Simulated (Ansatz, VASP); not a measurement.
## SiC in VASP and in Ansatz

```
Si C
1.0
     3.09693    0.00000    0.00000
     0.00000    4.37971    0.00000
     0.00000    0.00000   17.54850
Si C
2 2
Direct
  0.00000 0.87500 0.45588
  0.50000 0.37500 0.54412
  0.50000 0.62500 0.45588
  0.00000 0.12500 0.54412
```

Alike in both runs: task single point; functional PBE; k mesh 8 × 6 × 1; occupations fermi-dirac, width 0.02 eV; no spin polarisation.

```csv
,VASP,Ansatz
version,VASP 6.6.1,Ansatz 0.2.0
potentials or method,"VASP PAW PBE potentials, release 64 (Si, C), cutoff 520 eV","all-electron LAPW, scalar-relativistic"
```

|  | VASP | Ansatz | Ansatz less VASP |
| --- | --- | --- | --- |
| gap on the k mesh at the Fermi level (eV) | 0.75 | 0.77 | +0.014 |
| rms of the force components (eV/Å) | 1.309 | 1.312 | +0.0029 |

Ansatz ran all-electron here, and VASP with PAW potentials.
